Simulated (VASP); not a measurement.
Write the native input for VASP 6.6.1 that does the following.

```yaml
Task: dielectric tensor
Functional: PBEsol
Potentials_or_basis: VASP PAW PBE potentials, release 64 (Ca_sv, F)
Cutoff: 600 eV
k_mesh: 14 × 14 × 14
Occupations: gaussian, width 0.03 eV
Spin: no spin polarisation
Monkhorst-Pack_mesh: yes
Further_INCAR_settings: ALGO = Fast; EDIFF = 1e-08
```

The structure of CaF2 lies in POSCAR:

```
CaF2                                    
1.0
    0.0000000000      2.7125817484      2.7125817484
    2.7125817484      0.0000000000      2.7125817484
    2.7125817484      2.7125817484     -0.0000000000
  Ca              F             
     1     2
Direct
     1.0000000000000000    1.0000000000000000    0.0000000000000000
     0.2500000000000000    0.2500000000000000    0.2500000000000000
     0.7500000000000000    0.7500000000000000    0.7500000000000000
```

These files were run (other wordings do the same):

INCAR

```
ALGO = Fast
EDIFF = 1E-8
ENCUT = 600
GGA = PS
ISIF = 2
ISMEAR = 0
KPAR = 2
LASPH = T
LCHARG = F
LEPSILON = T
LREAL = F
LWAVE = F
NELM = 80
PREC = Accurate
SIGMA = 0.03
```

KPOINTS

```
k-points
0
Monkhorst-Pack
  14 14 14
```

Potentials or basis: VASP PAW PBE potentials, release 64 (Ca_sv, F).

Command:

```bash
$ cat potpaw_PBE.64/Ca_sv/POTCAR potpaw_PBE.64/F/POTCAR > POTCAR
$ mpirun -np 2 vasp_std > vasp.out
```

Results of the run:

The electronic dielectric tensor (diagonal) is 2.31. The born charges (mean of the diagonal) is Ca +2.37; F -1.19 e.

It took 40 min on 2 MPI ranks on Intel(R) Xeon(R) Platinum 8259CL CPU @ 2.50GHz (Skylake/Cascade Lake), with other jobs on the host, peak memory 1.3 GiB a rank.
